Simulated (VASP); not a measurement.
Runs of VASP 6.6.1 on N. The cells are those of the table. 

```tsv
cell	gap on the mesh (eV)	pressure (GPa)	largest force (eV/Å)
a = 3.527, b = 3.527, c = 14.378 Å, angles 91.8, 88.2, 60.0°, 8 atoms	6.50	2.1	1.54
a = 3.527, b = 3.527, c = 14.354 Å, angles 90.6, 89.4, 60.0°, 8 atoms	(a)	2.1	1.55
a = 3.527, b = 3.527, c = 14.426 Å, angles 92.9, 87.1, 60.0°, 8 atoms	6.50	2.1	1.53
a = 3.527, b = 3.527, c = 14.862 Å, angles 91.1, 88.9, 60.0°, 8 atoms	6.57	2.0	1.53
```

Alike in all rows: task single point; level LDA; potentials or basis VASP PAW LDA potentials, release 64 (N); no spin polarisation; k mesh 7 × 7 × 2; cutoff (eV) 520; smearing gaussian 0.05 eV.

**Question.** Fill in the values left out.

**Answer.** (a) 6.52.

Caveats: the standard files for N, O and F lose accuracy on very short bonds; forces of over 1 eV/Å act on the atoms, so gaps and moduli don't describe the material at rest; the stress differs along the axes, from -0 to 7 GPa (at least some runs); the stress differs along the axes, from -0 to 6 GPa (at least some runs).

A k mesh can miss the band edges.
